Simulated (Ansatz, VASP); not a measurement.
## Ce3HfO8 in VASP and in Ansatz

```
CELL_PARAMETERS angstrom
3.65581 -3.65581 0.00000
3.65581 3.65581 0.00000
0.00000 0.00000 6.88571
ATOMIC_POSITIONS crystal
Ce 0.00000 0.00000 0.50000
Ce 0.50000 0.50000 0.25000
Ce 0.50000 0.50000 0.75000
Hf 0.00000 0.00000 0.00000
O 0.19496 0.19496 0.25000
O 0.19496 0.19496 0.75000
O 0.69496 0.30504 0.00000
O 0.69496 0.30504 0.50000
O 0.30504 0.69496 0.00000
O 0.30504 0.69496 0.50000
O 0.80504 0.80504 0.25000
O 0.80504 0.80504 0.75000
```

Alike in both runs: task single point; functional PBE; k mesh 4 × 4 × 4; occupations gaussian, width 0.1 eV; no spin polarisation.

|  | VASP | Ansatz |
| --- | --- | --- |
| version | VASP 6.6.1 | Ansatz 0.2.0 |
| potentials or method | VASP PAW PBE potentials, release 64 (Ce, Hf_pv, O), cutoff 520 eV | scalar-relativistic, plane waves, PAW |
| valence electrons in the cell | 94 | 110 |

|  | VASP | Ansatz | Ansatz less VASP |
| --- | --- | --- | --- |
| gap on the k mesh at the Fermi level (eV) | 1.99 | 2.03 | +0.045 |
| least direct gap on the mesh (eV) | 2.04 | 2.08 | +0.046 |
| pressure (GPa) | -0.2 | 0.3 | +0.48 |
| traceless stress, the component that is largest in VASP (GPa) | 4.00 | 4.04 | +0.040 |
| rms of the force components (eV/Å) | 0.866 | 0.821 | -0.0446 |

Atom by atom the forces differ by 0.045 eV/Å (rms over components). With one functional, cell and mesh, what is left measures potentials, basis and numerics. VASP's potentials hold 94 valence electrons a cell and Ansatz's 110, so a difference there can come from the potentials and not from the codes.

Spin-orbit coupling is off throughout.
